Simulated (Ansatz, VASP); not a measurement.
# One calculation of MgO, two programs

```
Mg O
1.0
    -3.52132    0.00000    0.00000
    -1.76066   -3.04955    0.00000
    -1.02705   -0.76239   12.71815
Mg O
6 6
Direct
  0.65277 0.64583 0.08335
  0.59722 0.56250 0.41668
  0.54166 0.47916 0.75002
  0.18055 0.10416 0.91668
  0.29166 0.27083 0.25002
  0.23611 0.18750 0.58335
  0.51389 0.43750 0.91668
  0.62500 0.60416 0.25002
  0.56944 0.52083 0.58335
  0.31944 0.31250 0.08335
  0.26389 0.22916 0.41668
  0.20833 0.14583 0.75002
```

Alike in both runs: task single point; functional PBE; k mesh 7 × 7 × 2; occupations gaussian, width 0.05 eV; no spin polarisation.

|  | VASP | Ansatz |
| --- | --- | --- |
| version | VASP 6.6.1 | Ansatz 0.2.0 |
| potentials or method | VASP PAW PBE potentials, release 64 (Mg, O), cutoff 520 eV | scalar-relativistic, plane waves, PAW |
| valence electrons in the cell | 48 | 96 |

Ansatz gave:

| Property | Result |
| --- | --- |
| gap on the k mesh at the Fermi level (eV) | 1.95 |
| least direct gap on the mesh (eV) | 1.95 |
| pressure (GPa) | 1.0 |
| traceless stress, the component that is largest in VASP (GPa) | 7.12 |
| rms of the force components (eV/Å) | 0.696 |

Problem. Estimate VASP's values.

Solution. gap on the k mesh at the Fermi level (eV): 1.92; least direct gap on the mesh (eV): 1.92; pressure (GPa): 0.5; traceless stress, the component that is largest in VASP (GPa): 7.08; rms of the force components (eV/Å): 0.700.

Atom by atom the forces differ by 0.007 eV/Å (rms over components). VASP's potentials hold 48 valence electrons a cell and Ansatz's 96, so a difference there can come from the potentials and not from the codes.
